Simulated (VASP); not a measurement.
# Be4ZnTe (P6/mmm) in VASP: single point with PBE

Aim: the single point of Be4ZnTe with PBE.

Everything below comes from runs of VASP 6.6.1. Logs are shortened: lines on timing, memory, paths and dates and some standing lists are left out, and cuts for length are marked.

### 1 The cell of the first run

It takes space group P6/mmm (No. 191, hexagonal). The conventional cell has a = 3.777 Å, b = 3.777 Å, c = 6.302 Å, α = 90.00°, β = 90.00°, γ = 120.00°. Be (site symmetry 3m) has 4 Be at 2.18 to 2.35 Å and 3 Zn at 2.48 Å and 3 Te at 2.94 Å within 3.0 Å. Within 3.3 Å of Zn (site symmetry 6/mmm) lie 12 Be at 2.48 Å and 2 Te at 3.15 Å. Te (site symmetry 6/mmm) has 12 Be at 2.94 Å and 2 Zn at 3.15 Å and 6 Te at 3.78 Å within 3.9 Å.

The cell was built from a structure type or drawn by symmetry, and may not be a known phase.

### 2 Single point, PBE

File INCAR:

```
ALGO = Normal
EDIFF = 1E-6
ENCUT = 600
GGA = PE
GGA_COMPAT = False
ISIF = 2
ISMEAR = 0
LASPH = True
LCHARG = False
LREAL = False
LWAVE = False
NBANDS = 22
NELM = 120
PREC = Accurate
SIGMA = 0.2
```

File KPOINTS:

```
k-points
0
Gamma
  6 6 3
```

File POSCAR:

```
Be4ZnTe
1.0
    3.7774208502      0.0000000032      0.0000000000
   -1.8887104279      3.2713424155      0.0000000000
    0.0000000000      0.0000000000      6.3015199511
Be Zn Te
4 1 1
Direct
    0.3333333333      0.6666666667      0.8138953985
    0.3333333333      0.6666666667      0.1861046015
    0.6666666667      0.3333333333      0.8138953985
    0.6666666667      0.3333333333      0.1861046015
    0.0000000000      0.0000000000      0.0000000000
    0.0000000000      0.0000000000      0.5000000000
```

Potentials or basis: VASP PAW PBE potentials, release 64 (Be, Zn, Te).

Launch:

```console
> cat potpaw_PBE.64/Be/POTCAR potpaw_PBE.64/Zn/POTCAR potpaw_PBE.64/Te/POTCAR > POTCAR
> mpirun -np 1 vasp_std > vasp.out
```

OUTCAR:

```text
EDIFF = 1E-6
   ENCUT = 600
   GGA = PE
   ISIF = 2
   ISMEAR = 0
   LASPH = True
   LREAL = False
   NELM = 120
   PREC = Accurate

 ion  position               nearest neighbor table
   1  0.333  0.667  0.814-   3 2.18   3 2.18   3 2.18   2 2.35   5 2.48   5 2.48   5 2.48   6 2.94
                             6 2.94   6 2.94
   2  0.333  0.667  0.186-   4 2.18   4 2.18   4 2.18   1 2.35   5 2.48   5 2.48   5 2.48   6 2.94
                             6 2.94   6 2.94
   3  0.667  0.333  0.814-   1 2.18   1 2.18   1 2.18   4 2.35   5 2.48   5 2.48   5 2.48   6 2.94
                             6 2.94   6 2.94
   4  0.667  0.333  0.186-   2 2.18   2 2.18   2 2.18   3 2.35   5 2.48   5 2.48   5 2.48   6 2.94
                             6 2.94   6 2.94
   5  0.000  0.000  0.000-   1 2.48   2 2.48   3 2.48   4 2.48   3 2.48   4 2.48   1 2.48   2 2.48
                             3 2.48   4 2.48   1 2.48   2 2.48   6 3.15   6 3.15
   6  0.000  0.000  0.500-   1 2.94   2 2.94   3 2.94   4 2.94   3 2.94   4 2.94   1 2.94   2 2.94
                             3 2.94   4 2.94   1 2.94   2 2.94   5 3.15   5 3.15

  LATTYP: Found a hexagonal cell.
 ALAT       =     3.7774208502
 C/A-ratio  =     1.6682070124

  Lattice vectors:

 A1 = (   3.7774208502,   0.0000000032,   0.0000000000)
 A2 = (  -1.8887104279,   3.2713424155,   0.0000000000)
 A3 = (   0.0000000000,   0.0000000000,   6.3015199511)

Analysis of symmetry for initial positions (statically):
=====================================================================
 Subroutine PRICEL returns:
 Original cell was already a primitive cell.

 Routine SETGRP: Setting up the symmetry group for a
 hexagonal supercell.

 Subroutine GETGRP returns: Found 24 space group operations
 (whereof 24 operations were pure point group operations)
 out of a pool of 24 trial point group operations.

The static configuration has the point symmetry D_6h.

Analysis of symmetry for dynamics (positions and initial velocities):
=====================================================================
 Subroutine PRICEL returns:
 Original cell was already a primitive cell.

 Routine SETGRP: Setting up the symmetry group for a
 hexagonal supercell.

 Subroutine GETGRP returns: Found 24 space group operations
 (whereof 24 operations were pure point group operations)
 out of a pool of 24 trial point group operations.

The dynamic configuration has the point symmetry D_6h.

 Subroutine INISYM returns: Found 24 space group operations
 (whereof 24 operations are pure point group operations),
[... 96 lines left out ...]
   NSW    =      0    number of steps for IOM
   IBRION =     -1    ionic relax: 0-MD 1-quasi-New 2-CG
   NFREE  =      0    steps in history (QN), initial steepest desc. (CG)
   ISIF   =      2    stress and relaxation
   ISYM   =      2    0-nonsym 1-usesym 2-fastsym
   POTIM  = 0.5000    time-step for ionic-motion
   TEBEG  =    0.0;   TEEND  =   0.0 temperature during run
   PSTRESS=    0.0 pullay stress
   NELECT =      26.0000    total number of electrons
   NUPDOWN=      -1.0000    fix difference up-down
   EMIN   =  10.00;   EMAX   =-10.00  energy-range for DOS
   EFERMI =   0.00;   METHOD = LEGACY
   ISMEAR =     0;   SIGMA  =   0.20  broadening in eV -4-tet -1-fermi 0-gaus
   EFERMI_NEDOS =   21; number of points for ismear=-14 and -15
   IALGO  =     38    algorithm
   IMIX   =      4    mixing-type and parameters
     AMIX     =   0.40;   BMIX     =  1.00
     AMIX_MAG =   1.60;   BMIX_MAG =  1.00
  volume/ion in A,a.u.               =      12.98        87.58
  Fermi-wavevector in a.u.,A,eV,Ry     =   1.135735  2.146228 17.550076  1.289894
  Thomas-Fermi vector in A             =   2.272440
   LORBIT       =      0    0 simple, 1 ext, 2 COOP (PROOUT), +10 PAW based schemes
   GGA     = PE    functional components
   LHFCALC =     F    Hartree Fock is set to
   AEXX    =    0.0000 exact exchange contribution
   IVDW    =     0    specifies the selected vdW correction
   LEPSILON=     F    determine dielectric tensor
   LRPA    =     F    only Hartree local field effects (RPA)
 non-spin polarized calculation
 Gauss-broadening in eV      SIGMA  =   0.20
  energy-cutoff  :      600.00
  volume of cell :       77.87
 maximum number of plane-waves:      2621
   NGX = 15   NGY = 15   NGZ = 25

 number of electron      26.0000012 magnetization

 Free energy of the ion-electron system (eV)
  ---------------------------------------------------
  ext. energy  EPLUGINS =         0.00000000
  ---------------------------------------------------
  free energy    TOTEN  =       -16.53892159 eV

  energy without entropy =      -16.52051787  energy(sigma->0) =      -16.52971973

 E-fermi :   6.5666     XC(G=0): -10.5275

 val. band max:        6.3092948693   @ k =   0.5000   0.0000   0.3333
 cond. band min:       6.6014185979   @ k =   0.5000   0.0000   0.0000
 fundamental gap:      0.2921237286
 Fermi energy:         6.5665880718

 k-point     1 :       0.0000    0.0000    0.0000
  band No.  band energies     occupation
      1      -6.7454      2.00000
      2      -2.8026      2.00000
      3      -1.3935      2.00000
      4      -1.3935      2.00000
      5      -1.2348      2.00000
      6      -1.2348      2.00000
[... 339 lines left out ...]
     21      14.0476      0.00000
     22      14.0476      0.00000

------------------------ aborting loop because EDIFF is reached ----------------------------------------

  FORCE on cell =-STRESS in cart. coord.  units (eV):
  Direction    XX          YY          ZZ          XY          YZ          ZX
  --------------------------------------------------------------------------------------
  -------------------------------------------------------------------------------------
  Total        0.2462478      0.2462478      0.0186557     -0.0000000     -0.0000000      0.0000000
  in kB        5.0665959      5.0665959      0.3838450     -0.0000000     -0.0000000      0.0000000
  external PRESSURE =       3.5056789 kB  Pullay stress =       0.0000000 kB

 VOLUME and BASIS-vectors are now :
 -----------------------------------------------------------------------------
  energy-cutoff  :      600.00
  volume of cell :       77.87
      direct lattice vectors                 reciprocal lattice vectors
     3.777420850  0.000000003  0.000000000     0.264730894  0.152842453  0.000000000
    -1.888710428  3.271342415  0.000000000    -0.000000000  0.305684906  0.000000000
     0.000000000  0.000000000  6.301519951     0.000000000  0.000000000  0.158691872

 POSITION                                       TOTAL-FORCE (eV/Angst)
 -----------------------------------------------------------------------------------
     -0.00000      2.18089      5.12878         0.000000      0.000000     -0.011145
     -0.00000      2.18089      1.17274         0.000000      0.000000      0.011145
      1.88871      1.09045      5.12878        -0.000000     -0.000000     -0.011145
      1.88871      1.09045      1.17274        -0.000000     -0.000000      0.011145
      0.00000      0.00000      0.00000         0.000000      0.000000      0.000000
      0.00000      0.00000      3.15076         0.000000      0.000000      0.000000
 -----------------------------------------------------------------------------------
    total drift:                                0.000000     -0.000000      0.000000

  FREE ENERGIE OF THE ION-ELECTRON SYSTEM (eV)
  ---------------------------------------------------
  free  energy   TOTEN  =       -16.5389215880 eV

  energy  without entropy=      -16.5205178666  energy(sigma->0) =      -16.52971973
```

OSZICAR:

```text
N       E                     dE             d eps       ncg     rms          rms(c)
DAV:   1     0.122994577152E+03    0.12299E+03   -0.12556E+04   616   0.133E+03
DAV:   2    -0.781429945600E+01   -0.13081E+03   -0.12444E+03   644   0.284E+02
DAV:   3    -0.180854407489E+02   -0.10271E+02   -0.99643E+01   792   0.777E+01
DAV:   4    -0.182920265350E+02   -0.20659E+00   -0.20628E+00   754   0.970E+00
DAV:   5    -0.182949782141E+02   -0.29517E-02   -0.29514E-02   758   0.128E+00    0.111E+01
DAV:   6    -0.165792762331E+02    0.17157E+01   -0.55868E+00   788   0.514E+01    0.641E+00
DAV:   7    -0.165514022286E+02    0.27874E-01   -0.11158E+00   834   0.138E+01    0.537E+00
DAV:   8    -0.165428058256E+02    0.85964E-02   -0.50228E-02   708   0.222E+00    0.381E+00
DAV:   9    -0.165404861780E+02    0.23196E-02   -0.15158E-02   802   0.898E-01    0.708E-01
DAV:  10    -0.165389760530E+02    0.15101E-02   -0.35594E-03   830   0.867E-01    0.121E-01
DAV:  11    -0.165389289663E+02    0.47087E-04   -0.53524E-04   706   0.175E-01    0.752E-02
DAV:  12    -0.165389220701E+02    0.68962E-05   -0.25431E-05   744   0.778E-02    0.229E-02
DAV:  13    -0.165389215880E+02    0.48207E-06   -0.42740E-06   750   0.160E-02
   1 F= -.16538922E+02 E0= -.16529720E+02  d E =-.184037E-01
```

stdout:

```text
POSCAR found type information on POSCAR BeZnTe
 POSCAR found :  3 types and       6 ions
 scaLAPACK will be used
 LDA part: xc-table for (Slater+PW92), standard interpolation
 POSCAR, INCAR and KPOINTS ok, starting setup
 FFT: planning ... GRIDC
 FFT: planning ... GRID_SOFT
 FFT: planning ... GRID
 WAVECAR not read
 entering main loop
```

Wall time 16 s (1 thread of AMD EPYC 9R45 (Zen 5), shared host); peak memory 0.18 GiB.

What came out:

| Item | Value |
| --- | --- |
| Free energy | -16.5389 eV |
| Pressure | 0.4 GPa |
| Largest force | 0.011 eV/Å |
| Band gap on the k mesh | zero (bands 13 and 14 overlap by 2.91 eV) |

Forces in eV/Å, atoms in the order of the input:
```
Be   0.000  0.000 -0.011
Be   0.000  0.000  0.011
Be   0.000  0.000 -0.011
Be   0.000  0.000  0.011
Zn   0.000  0.000  0.000
Te   0.000  0.000  0.000
```

Levels at points of the mesh, in eV from the Fermi level:
```tsv
k point	band 11	band 12	band 13	band 14	band 15	band 16
(0.00, 0.00, 0.00)	0.53	0.53	0.91	1.48	2.26	2.26
(0.50, 0.00, 0.00)	-3.46	-2.70	0.03	0.57	0.87	2.17
```

Caveat: spin-orbit coupling is left out, which moves the levels of the heavy elements.
